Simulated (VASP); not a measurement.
# Y (Pm-3m) in VASP: a series of runs

Y is run at these levels: r2SCAN; tasks: single point.

Everything below comes from runs of VASP 6.6.1. Logs are shortened: lines on timing, memory, paths and dates and some standing lists are left out, and cuts for length are marked.

## 1. The cell of the first run

The structure is cubic, space group Pm-3m (No. 221). The conventional cell has a = 3.244 Å, b = 3.244 Å, c = 3.244 Å, α = 90.00°, β = 90.00°, γ = 90.00°. Y (site symmetry m-3m) has 6 Y at 3.24 Å within 4.3 Å.

## 2. Single point, r2SCAN

Contents of POSCAR:

```
Y
1.0
    3.2441754962      0.0000000000      0.0000000000
    0.0000000000      3.2441754962      0.0000000000
    0.0000000000      0.0000000000      3.2441754962
Y
1
Direct
    0.0000000000      0.0000000000      0.0000000000
```

Contents of INCAR.step1:

```
PREC = Accurate ; ENCUT = 520
ISMEAR = -1 ; SIGMA = 0.1
LREAL = False ; LASPH = True
NELM = 100 ; NBANDS = 12
GGA = PE ; ALGO = Normal
EDIFF = 1E-4 ; LWAVE = True
LCHARG = False
```

Contents of INCAR.step2:

```
PREC = Accurate ; ENCUT = 520
EDIFF = 1E-7 ; ISMEAR = -1
SIGMA = 0.1 ; LREAL = False
LASPH = True ; NELM = 100
ALGO = Normal ; ISIF = 2
LWAVE = False ; LCHARG = True
METAGGA = R2SCAN ; LMIXTAU = True
LELF = True ; LVHAR = True
NBANDS = 12 ; ISTART = 1
```

Contents of KPOINTS:

```
Automatic mesh
0
Gamma
  8 8 8
```

Potentials or basis: VASP PAW PBE potentials, release 64 (Y_sv).

Run with:

```console
cat potpaw_PBE.64/Y_sv/POTCAR > POTCAR
cp INCAR.step1 INCAR
mpirun -np 1 vasp_std > vasp.out
cp INCAR.step2 INCAR
mpirun -np 1 vasp_std > vasp.out
```

OUTCAR:

```text
PREC = Accurate
   ENCUT = 520
   EDIFF = 1E-7
   ISMEAR = -1
   LREAL = False
   LASPH = True
   NELM = 100
   ISIF = 2
   METAGGA = R2SCAN
   ISTART = 1

 ion  position               nearest neighbor table
   1  0.000  0.000  0.000-

  LATTYP: Found a simple cubic cell.
 ALAT       =     3.2441754962

  Lattice vectors:

 A1 = (   3.2441754962,   0.0000000000,   0.0000000000)
 A2 = (   0.0000000000,   3.2441754962,   0.0000000000)
 A3 = (   0.0000000000,   0.0000000000,   3.2441754962)

Analysis of symmetry for initial positions (statically):
=====================================================================
 Subroutine PRICEL returns:
 Original cell was already a primitive cell.

 Routine SETGRP: Setting up the symmetry group for a
 simple cubic supercell.

 Subroutine GETGRP returns: Found 48 space group operations
[... 9 lines left out ...]

 Routine SETGRP: Setting up the symmetry group for a
 simple cubic supercell.

 Subroutine GETGRP returns: Found 48 space group operations
[... 11 lines left out ...]
                                     Primitive cell

  volume of cell :      34.1439

  direct lattice vectors                    reciprocal lattice vectors
     3.244175496  0.000000000  0.000000000     0.308244730  0.000000000  0.000000000
     0.000000000  3.244175496  0.000000000     0.000000000  0.308244730  0.000000000
     0.000000000  0.000000000  3.244175496     0.000000000  0.000000000  0.308244730

  length of vectors
     3.244175496  3.244175496  3.244175496     0.308244730  0.308244730  0.308244730

  position of ions in fractional coordinates (direct lattice)
     0.000000000  0.000000000  0.000000000

  ion indices of the primitive-cell ions
   primitive index   ion index
                 1           1

----------------------------------------------------------------------------------------

 KPOINTS: Automatic mesh

Automatic generation of k-mesh.
 Grid dimensions read from file:
 generate k-points for:    8    8    8

 Generating k-lattice:

  Cartesian coordinates                     Fractional coordinates (reciprocal lattice)
     0.038530591  0.000000000  0.000000000     0.125000000  0.000000000  0.000000000
     0.000000000  0.038530591  0.000000000     0.000000000  0.125000000  0.000000000
     0.000000000  0.000000000  0.038530591     0.000000000  0.000000000  0.125000000

  Length of vectors
     0.038530591  0.038530591  0.038530591

  Shift w.r.t. Gamma in fractional coordinates (k-lattice)
     0.000000000  0.000000000  0.000000000

 Subroutine IBZKPT returns following result:
 ===========================================

 Found     35 irreducible k-points:

 Following reciprocal coordinates:
            Coordinates               Weight
  0.000000  0.000000  0.000000      1.000000
  0.125000  0.000000  0.000000      6.000000
  0.250000  0.000000  0.000000      6.000000
  0.375000  0.000000  0.000000      6.000000
  0.500000  0.000000  0.000000      3.000000
  0.125000  0.125000  0.000000     12.000000
[... 16 lines left out ...]
  0.375000  0.375000  0.125000     24.000000
  0.500000  0.375000  0.125000     24.000000
 [... further k-points ...]
   k-points           NKPTS =     35   k-points in BZ     NKDIM =     35   number of bands    NBANDS=     12
   number of dos      NEDOS =    301   number of ions     NIONS =      1
   total plane-waves  NPLWV =  13824
   dimension x,y,z NGX =    24 NGY =   24 NGZ =   24
   dimension x,y,z NGXF=    48 NGYF=   48 NGZF=   48
   ions per type =               1
   NGX,Y,Z   is equivalent  to a cutoff of  12.30, 12.30, 12.30 a.u.
   NGXF,Y,Z  is equivalent  to a cutoff of  24.60, 24.60, 24.60 a.u.
 SYSTEM =  unknown system
   PREC   = accura    normal or accurate (medium, high low for compatibility)
   ISTART =      1    job   : 0-new  1-cont  2-samecut
   ICHARG =      0    charge: 1-file 2-atom 10-const
   ISPIN  =      1    spin polarized calculation?
   LNONCOLLINEAR =      F non collinear calculations
   LSORBIT =      F    spin-orbit coupling
   LASPH  =      T    aspherical Exc in radial PAW
   ENCUT  =  520.0 eV  38.22 Ry    6.18 a.u.   6.03  6.03  6.03*2*pi/ulx,y,z
   NELM   =    100;   NELMIN=  2; NELMDL=  0     # of ELM steps
   EDIFF  = 0.1E-06   stopping-criterion for ELM
   LREAL  =      F    real-space projection
   EDIFFG = 0.1E-05   stopping-criterion for IOM
   NSW    =      0    number of steps for IOM
   IBRION =     -1    ionic relax: 0-MD 1-quasi-New 2-CG
   NFREE  =      0    steps in history (QN), initial steepest desc. (CG)
   ISIF   =      2    stress and relaxation
   ISYM   =      2    0-nonsym 1-usesym 2-fastsym
   POTIM  = 0.5000    time-step for ionic-motion
   TEBEG  =    0.0;   TEEND  =   0.0 temperature during run
   PSTRESS=    0.0 pullay stress
   NELECT =      11.0000    total number of electrons
   NUPDOWN=      -1.0000    fix difference up-down
   EMIN   =  10.00;   EMAX   =-10.00  energy-range for DOS
   EFERMI =   0.00;   METHOD = LEGACY
   ISMEAR =    -1;   SIGMA  =   0.10  broadening in eV -4-tet -1-fermi 0-gaus
   EFERMI_NEDOS =   21; number of points for ismear=-14 and -15
   IALGO  =     38    algorithm
   IMIX   =      4    mixing-type and parameters
     AMIX     =   0.40;   BMIX     =  1.00
     AMIX_MAG =   1.60;   BMIX_MAG =  1.00
  volume/ion in A,a.u.               =      34.14       230.41
  Fermi-wavevector in a.u.,A,eV,Ry     =   1.122280  2.120802 17.136719  1.259513
  Thomas-Fermi vector in A             =   2.258939
   LORBIT       =      0    0 simple, 1 ext, 2 COOP (PROOUT), +10 PAW based schemes
   METAGGA = R2SCAN    functional components
   LHFCALC =     F    Hartree Fock is set to
   AEXX    =    0.0000 exact exchange contribution
   IVDW    =     0    specifies the selected vdW correction
   LEPSILON=     F    determine dielectric tensor
   LRPA    =     F    only Hartree local field effects (RPA)
 non-spin polarized calculation
  energy-cutoff  :      520.00
  volume of cell :       34.14
 maximum number of plane-waves:       936
   NGX = 13   NGY = 13   NGZ = 13

 number of electron      10.9999998 magnetization

 Free energy of the ion-electron system (eV)
  ---------------------------------------------------
  ext. energy  EPLUGINS =         0.00000000
  ---------------------------------------------------
  free energy    TOTEN  =       -19.44990880 eV

  energy without entropy =      -19.37610008  energy(sigma->0) =      -19.41300444

 E-fermi :   2.9813     XC(G=0):  -9.8598

 val. band max:        2.9790432906   @ k =   0.3750   0.1250   0.0000
 cond. band min:       3.0040464083   @ k =   0.2500   0.2500   0.0000
 fundamental gap:      0.0250031177
 Fermi energy:         2.9813222771

 k-point     1 :       0.0000    0.0000    0.0000
  band No.  band energies     occupation
      1     -41.6725      2.00000
      2     -20.6482      2.00000
      3     -20.6482      2.00000
      4     -20.6482      2.00000
      5      -1.8477      2.00000
      6       2.3651      1.99579
      7       2.3651      1.99579
      8       8.4990      0.00000
      9       8.4990      0.00000
     10       8.4990      0.00000
     11      13.6728      0.00000
     12      13.6728      0.00000

 k-point     2 :       0.1250    0.0000    0.0000
  band No.  band energies     occupation
      1     -41.6614      2.00000
      2     -20.7657      2.00000
      3     -20.6382      2.00000
      4     -20.6382      2.00000
      5      -1.5311      2.00000
      6       2.4656      1.98855
      7       2.6232      1.94584
      8       7.9349      0.00000
      9       7.9349      0.00000
     10       8.5367      0.00000
     11      12.3486      0.00000
     12      14.4100      0.00000

 k-point     3 :       0.2500    0.0000    0.0000
  band No.  band energies     occupation
      1     -41.6346      2.00000
      2     -21.0398      2.00000
      3     -20.6138      2.00000
      4     -20.6138      2.00000
      5      -0.6921      2.00000
      6       2.7260      1.85562
      7       3.1436      0.32953
      8       6.9315      0.00000
      9       6.9315      0.00000
     10       8.6296      0.00000
     11      10.7133      0.00000
     12      15.4023      0.00000

 k-point     4 :       0.3750    0.0000    0.0000
  band No.  band energies     occupation
      1     -41.6076      2.00000
      2     -21.3019      2.00000
      3     -20.5892      2.00000
      4     -20.5892      2.00000
      5       0.4200      2.00000
      6       3.0172      0.82265
      7       3.1380      0.34531
      8       6.1729      0.00000
      9       6.1729      0.00000
     10       8.7255      0.00000
     11      10.4470      0.00000
     12      13.8912      0.00000

 k-point     5 :       0.5000    0.0000    0.0000
  band No.  band energies     occupation
      1     -41.5964      2.00000
      2     -21.4073      2.00000
      3     -20.5790      2.00000
      4     -20.5790      2.00000
      5       1.1988      2.00000
      6       2.6603      1.92241
      7       3.1491      0.31474
      8       5.9004      0.00000
      9       5.9004      0.00000
     10       8.7662      0.00000
     11      10.9641      0.00000
     12      13.3478      0.00000

 k-point     6 :       0.1250    0.1250    0.0000
  band No.  band energies     occupation
      1     -41.6505      2.00000
      2     -20.7614      2.00000
      3     -20.7477      2.00000
      4     -20.6282      2.00000
      5      -1.2213      2.00000
      6       2.6366      1.93832
      7       2.8197      1.66868
      8       7.2941      0.00000
      9       7.8528      0.00000
     10       8.1369      0.00000
     11      13.0057      0.00000
     12      13.0569      0.00000

 k-point     7 :       0.2500    0.1250    0.0000
  band No.  band energies     occupation
      1     -41.6238      2.00000
      2     -21.0267      2.00000
      3     -20.7273      2.00000
      4     -20.6040      2.00000
      5      -0.4062      2.00000
      6       2.9024      1.37518
      7       3.3333      0.05749
      8       6.3059      0.00000
      9       6.9849      0.00000
     10       8.1533      0.00000
     11      11.2770      0.00000
     12      14.2054      0.00000

 k-point     8 :       0.3750    0.1250    0.0000
  band No.  band energies     occupation
      1     -41.5970      2.00000
      2     -21.2864      2.00000
      3     -20.7004      2.00000
      4     -20.5797      2.00000
      5       0.6809      2.00000
      6       2.9790      1.01139
      7       3.3677      0.04112
      8       5.9656      0.00000
      9       6.2467      0.00000
     10       8.2695      0.00000
     11      10.6540      0.00000
     12      14.4139      0.00000
[... 166 lines left out ...]
 k-point    20 :       0.2500    0.2500    0.1250
  band No.  band energies     occupation
      1     -41.5869      2.00000
      2     -20.9939      2.00000
      3     -20.9681      2.00000
      4     -20.6904      2.00000
      5       0.5338      2.00000
      6       3.3585      0.04497
      7       4.0759      0.00004
      8       5.5358      0.00000
      9       6.5071      0.00000
     10       6.7169      0.00000
     11      12.6494      0.00000
     12      13.1799      0.00000

 k-point    21 :       0.3750    0.2500    0.1250
  band No.  band energies     occupation
      1     -41.5605      2.00000
      2     -21.2341      2.00000
      3     -20.9482      2.00000
      4     -20.6644      2.00000
      5       1.2950      2.00000
      6       3.1037      0.45446
      7       4.3568      0.00000
      8       5.1048      0.00000
      9       6.8407      0.00000
     10       6.8965      0.00000
     11      11.4474      0.00000
     12      13.9063      0.00000

 k-point    22 :       0.5000    0.2500    0.1250
  band No.  band energies     occupation
      1     -41.5495      2.00000
      2     -21.3356      2.00000
      3     -20.9349      2.00000
      4     -20.6535      2.00000
      5       1.7522      1.99999
      6       2.7629      1.79772
      7       4.5193      0.00000
      8       4.7015      0.00000
      9       6.9395      0.00000
     10       7.6103      0.00000
     11      10.9373      0.00000
     12      14.6288      0.00000

 k-point    23 :       0.3750    0.3750    0.1250
  band No.  band energies     occupation
      1     -41.5345      2.00000
      2     -21.2023      2.00000
      3     -21.1900      2.00000
      4     -20.6390      2.00000
      5       1.3131      2.00000
      6       3.2644      0.11136
      7       4.8795      0.00000
      8       5.1272      0.00000
      9       7.0511      0.00000
     10       7.2021      0.00000
     11      11.2032      0.00000
     12      13.1917      0.00000

 k-point    24 :       0.5000    0.3750    0.1250
  band No.  band energies     occupation
      1     -41.5237      2.00000
      2     -21.2960      2.00000
      3     -21.1804      2.00000
      4     -20.6285      2.00000
      5       1.2268      2.00000
      6       3.4828      0.01319
      7       4.7640      0.00000
      8       5.0824      0.00000
      9       7.2116      0.00000
     10       8.1002      0.00000
     11      10.5744      0.00000
     12      13.4482      0.00000

 [... further k-points ...]
[... 5 lines left out ...]
  --------------------------------------------------------------------------------------
  -------------------------------------------------------------------------------------
  Total        0.0704882      0.0704882      0.0704882      0.0000000     -0.0000000      0.0000000
  in kB        3.3076093      3.3076093      3.3076093      0.0000000     -0.0000000      0.0000000
  external PRESSURE =       3.3076093 kB  Pullay stress =       0.0000000 kB

 VOLUME and BASIS-vectors are now :
 -----------------------------------------------------------------------------
  energy-cutoff  :      520.00
  volume of cell :       34.14
      direct lattice vectors                 reciprocal lattice vectors
     3.244175496  0.000000000  0.000000000     0.308244730  0.000000000  0.000000000
     0.000000000  3.244175496  0.000000000     0.000000000  0.308244730  0.000000000
     0.000000000  0.000000000  3.244175496     0.000000000  0.000000000  0.308244730

 POSITION                                       TOTAL-FORCE (eV/Angst)
 -----------------------------------------------------------------------------------
      0.00000      0.00000      0.00000         0.000000      0.000000      0.000000
 -----------------------------------------------------------------------------------
    total drift:                                0.000000      0.000000      0.000000

  FREE ENERGIE OF THE ION-ELECTRON SYSTEM (eV)
  ---------------------------------------------------
  free  energy   TOTEN  =       -19.4499088028 eV

  energy  without entropy=      -19.3761000788  energy(sigma->0) =      -19.41300444
```

Wall time 41 s (1 thread of Intel Xeon Platinum 8259CL at 2.50GHz (Skylake/Cascade Lake), shared host); peak memory 0.16 GiB.

What came out:

| Item | Value |
| --- | --- |
| Free energy | -19.4499 eV |
| Pressure | 0.3 GPa |

Levels at points of the mesh, in eV from the Fermi level:
| k point | band 4 | band 5 | band 6 | band 7 | band 8 | band 9 |
| --- | --- | --- | --- | --- | --- | --- |
| (0.00, 0.00, 0.00) | -23.63 | -4.83 | -0.62 | -0.62 | 5.52 | 5.52 |
| (0.50, 0.00, 0.00) | -23.56 | -1.78 | -0.32 | 0.17 | 2.92 | 2.92 |
| (0.50, 0.50, 0.00) | -23.50 | -2.13 | 0.29 | 3.51 | 3.51 | 3.60 |
| (0.50, 0.50, 0.50) | -24.17 | -0.71 | -0.71 | -0.71 | 5.63 | 7.17 |

Caveat: the PAW data sets were made with another functional, which shifts forces and pressure a little.

(Part 1 of 3 ends here.)
